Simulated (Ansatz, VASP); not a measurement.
One calculation of Al3Ru2, two programs

```xyz
10
Lattice="3.2117 0.0000 0.0000 0.0000 3.2117 0.0000 0.0000 0.0000 14.8930" Properties=species:S:1:pos:R:3 pbc="T T T"
Al    0.0000    0.0000    0.0000
Al    1.6058    1.6058    4.6115
Al    0.0000    0.0000    2.8350
Al    1.6058    1.6058    7.4465
Al    0.0000    0.0000   12.0580
Al    1.6058    1.6058   10.2814
Ru    1.6058    1.6058    1.5698
Ru    0.0000    0.0000    5.8767
Ru    0.0000    0.0000    9.0163
Ru    1.6058    1.6058   13.3232
```

Change from the starting cell: equal strain along all axes, cell held, atoms relaxed: +4.5 %.

Alike in both runs: functional PBEsol; k mesh 12 × 12 × 4; occupations gaussian, width 0.1 eV; no spin polarisation.

Ansatz relaxed the structure, and its values are those at the end. VASP's run is a single point on that final structure, the one shown.

```csv
,VASP,Ansatz
version,VASP 6.6.1,Ansatz 0.2.0
potentials or method,"VASP PAW PBE potentials, release 64 (Al, Ru_pv), cutoff 520 eV","scalar-relativistic, plane waves, PAW"
valence electrons in the cell,74,82
```

Ansatz gave:

| Property | Result |
| --- | --- |
| gap on the k mesh at the Fermi level (eV) | none |
| pressure (GPa) | -18.7 |
| rms of the force components (eV/Å) | 0.003 |

Task: What did VASP give for the same quantities?

Result: gap on the k mesh at the Fermi level (eV): none; pressure (GPa): -18.6; rms of the force components (eV/Å): 0.006.

VASP's potentials were made for PBE, not for PBEsol. A gap of «none» marks a metal or a gap that the smearing closes. VASP's potentials hold 74 valence electrons a cell and Ansatz's 82, so a difference there can come from the potentials and not from the codes. Ansatz's warnings: stress scf threshold loose.
